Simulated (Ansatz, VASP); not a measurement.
# BN: VASP beside Ansatz

```xyz
4
Lattice="2.5433 0.0000 0.0000 -1.2717 2.2026 0.0000 0.0000 0.0000 4.2069" Properties=species:S:1:pos:R:3 pbc="T T T"
B     0.0000    1.4684   -0.1200
B     1.2717    0.7342    1.9835
N     0.0000    1.4684    1.6933
N     1.2717    0.7342    3.7968
```

Change from the starting cell: polar distortion scaled by 0.55.

Alike in both runs: task single point; functional r2SCAN; k mesh 12 × 12 × 6; no spin polarisation.

```csv
,VASP,Ansatz
version,VASP 6.6.1,Ansatz 0.2.0
potentials or method,"VASP PAW PBE potentials, release 64 (B, N), cutoff 520 eV","scalar-relativistic, plane waves, PAW"
occupations,"gaussian, width 0.01 eV",fixed
valence electrons in the cell,16,16
```

|  | VASP | Ansatz | Ansatz less VASP |
| --- | --- | --- | --- |
| gap on the k mesh at the Fermi level (eV) | 4.94 | 4.93 | -0.011 |
| least direct gap on the mesh (eV) | 7.47 | 7.45 | -0.014 |
| pressure (GPa) | 14.4 | 13.0 | -1.39 |
| traceless stress, the component that is largest in VASP (GPa) | 18.76 | 19.58 | +0.817 |
| rms of the force components (eV/Å) | 1.544 | 1.547 | +0.0027 |

VASP's potentials were made for PBE, not for r2SCAN. Atom by atom the forces differ by 0.003 eV/Å (rms over components).
